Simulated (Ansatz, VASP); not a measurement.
**One calculation of HRh6, two programs**

```
Rh H
1.0
     5.41659    0.00000    0.00000
    -2.70829    4.69090    0.00000
     0.00000    0.00000   22.29661
Rh H
12 2
Direct
  0.33333 0.16667 0.17940
  0.33333 0.66667 0.17940
  0.83333 0.16667 0.17940
  0.83333 0.66667 0.17940
  0.16667 0.33333 0.27578
  0.16667 0.83333 0.27578
  0.66667 0.33333 0.27578
  0.66667 0.83333 0.27578
  0.00000 0.00000 0.37210
  0.00000 0.50000 0.37210
  0.50000 0.00000 0.37210
  0.50000 0.50000 0.37210
  0.21003 0.42006 0.40664
  0.28997 0.57994 0.40664
```

Alike in both runs: task single point; functional PBE; k mesh 6 × 6 × 1; occupations gaussian, width 0.1 eV; no spin polarisation.

|  | VASP | Ansatz |
| --- | --- | --- |
| version | VASP 6.6.1 | Ansatz 0.2.0 |
| potentials or method | VASP PAW PBE potentials, release 64 (Rh_pv, H), cutoff 520 eV | scalar-relativistic, plane waves, PAW |
| valence electrons in the cell | 182 | 206 |

Ansatz gave:

* gap on the k mesh at the Fermi level (eV): none
* rms of the force components (eV/Å): 1.688

Problem. Estimate VASP's values.

Solution. gap on the k mesh at the Fermi level (eV): none; rms of the force components (eV/Å): 1.699.

Atom by atom the forces differ by 0.016 eV/Å (rms over components). A gap of «none» marks a metal or a gap that the smearing closes. With one functional, cell and mesh, what is left measures potentials, basis and numerics. VASP's potentials hold 182 valence electrons a cell and Ansatz's 206, so a difference there can come from the potentials and not from the codes.
